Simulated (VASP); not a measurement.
Input of a VASP 6.6.1 run:

Contents of POSCAR:

```
Si
1.0
    3.9851846937      0.0000000000      0.0000000000
   -1.9925923469      3.4512711835      0.0000000000
    0.0000000000      0.0000000000      6.5954927222
Si
4
Direct
    0.3333333333      0.6666666667      0.0630908785
    0.6666666667      0.3333333333      0.5630908785
    0.3333333333      0.6666666667      0.4369091215
    0.6666666667      0.3333333333      0.9369091215
```

The input INCAR.step1:

```
SYSTEM = Si
ALGO = Normal
EDIFF = 1E-4
ENCUT = 520
GGA = PE
ISMEAR = 0
LASPH = .TRUE.
LCHARG = .FALSE.
LREAL = .FALSE.
LWAVE = .TRUE.
NBANDS = 16
NELM = 60
PREC = Accurate
SIGMA = 0.05
```

Contents of INCAR.step2:

```
SYSTEM = Si
ALGO = Normal
EDIFF = 1E-6
ENCUT = 520
ISIF = 2
ISMEAR = 0
ISTART = 1
LASPH = .TRUE.
LCHARG = .FALSE.
LMIXTAU = .TRUE.
LREAL = .FALSE.
LWAVE = .FALSE.
METAGGA = R2SCAN
NBANDS = 16
NELM = 60
PREC = Accurate
SIGMA = 0.05
```

The input KPOINTS:

```
k-points
0
G
  12 12 4
  0 0 0
```

Potentials or basis: VASP PAW PBE potentials, release 64 (Si).

Run with:

```console
$ cat potpaw_PBE.64/Si/POTCAR > POTCAR
$ cp INCAR.step1 INCAR
$ mpirun -np 1 vasp_std > vasp.out
$ cp INCAR.step2 INCAR
$ mpirun -np 1 vasp_std > vasp.out
```

(1) Predict the largest force.

(2) Predict the band gap on the k mesh.

(3) Predict the pressure.

## Answers

(1) 0.051 eV/Å.

(2) 0.83 eV (least direct gap 1.03 eV).

(3) -9.0 GPa.

Caveat: the cell differs from its parent crystal (strain +0.040 along x and y, +0.040 along z); the cell stands under tension; the PAW data sets were made with another functional, which shifts forces and pressure a little.
